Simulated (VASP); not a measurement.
Input of a VASP 6.6.1 run:

The input INCAR:

```
ALGO = Normal
EDIFF = 1E-6
ENCUT = 520
GGA = PS
ISIF = 2
ISMEAR = -1
LASPH = True
LCHARG = False
LREAL = False
LWAVE = False
NBANDS = 9
NELM = 80
PREC = Accurate
SIGMA = 0.05
```

File KPOINTS:

```
k-points
0
Gamma
  24 24 24
```

Contents of POSCAR:

```
Be
1.0
   -1.6618806252      1.6618806252      0.9057083922
    1.6618806252     -1.6618806252      0.9057083922
    1.6618806252      1.6618806252     -0.9057083922
Be
2
Direct
   -0.3750000000     -0.1250000000     -0.2500000000
    0.3750000000      0.1250000000      0.2500000000
```

Potentials or basis: VASP PAW PBE potentials, release 64 (Be).

Launch:

```sh
$ cat potpaw_PBE.64/Be/POTCAR > POTCAR
$ mpirun -np 1 vasp_std > vasp.out
```

Task: Predict the band gap on the k mesh.

Result: Zero (bands 2 and 3 overlap by 8.63 eV).

Task: What does it give for the pressure?

Result: 141.9 GPa.

Stress tensor (GPa, compression positive):
```
141.81   0.00   0.00
  0.00 141.81   0.00
  0.00   0.00 142.20
```

Caveat: the cell stands under pressure; the PAW data sets were made with another functional, which shifts forces and pressure a little.
